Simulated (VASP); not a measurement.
HfMoC2: single point with PBEsol

Crystal: HfMoC2.

```
CELL_PARAMETERS angstrom
3.25402 0.00000 0.00000
0.00000 3.25402 0.00000
0.00000 0.00000 4.57313
ATOMIC_POSITIONS crystal
Hf 0.00000 0.00000 0.00000
Mo 0.50000 0.50000 0.50000
C 0.50000 0.50000 0.00000
C 0.00000 0.00000 0.50000
```

This cell differs from its parent crystal: volume scaled by 1.06.

| Property | Result |
| --- | --- |
| Program | VASP 6.6.1 |
| Task | single point |
| Functional | PBEsol |
| Potentials or basis | VASP PAW PBE potentials, release 64 (Hf_pv, Mo_sv, C) |
| Cutoff | 520 eV |
| k mesh | 8 × 8 × 6 |
| Occupations | fermi-dirac, width 0.05 eV |
| Spin | no spin polarisation |
| Dipole correction | no |
| Further INCAR settings | ALGO = Normal; EDIFF = 1e-06; NBANDS = 24 |

```yaml
Pressure: -22.3 GPa
Band_gap_on_the_k_mesh: zero (band 16 reaches 9.57 eV, above the bottom of band 17 at 7.34 eV)
```

Stress tensor (GPa, compression positive):
```
-20.99   0.00   0.00
  0.00 -20.99   0.00
  0.00   0.00 -24.98
```

Levels at points of the mesh, in eV from the Fermi level:
```tsv
k point	band 14	band 15	band 16	band 17	band 18	band 19
(0.00, 0.00, 0.00)	-1.15	-1.15	-0.40	-0.31	0.13	0.15
(0.50, 0.00, 0.00)	-3.59	-3.44	-0.40	0.84	2.06	2.83
(0.50, 0.50, 0.00)	-1.20	-1.02	-1.02	-0.95	0.96	1.25
(0.00, 0.00, 0.50)	-2.08	-1.59	-1.59	-1.24	-0.30	1.96
(0.50, 0.00, 0.50)	-4.07	-3.98	0.90	0.98	1.59	4.24
(0.50, 0.50, 0.50)	-4.04	-3.98	1.00	1.00	1.25	3.01
```

It took 39 s on 1 thread of Intel(R) Xeon(R) Platinum 8259CL CPU @ 2.50GHz (Skylake/Cascade Lake) (shared host), peak memory 0.2 GiB.

Caveat: the PAW data sets were made with another functional, which shifts forces and pressure a little; spin-orbit coupling is left out, which moves the levels of the heavy elements.
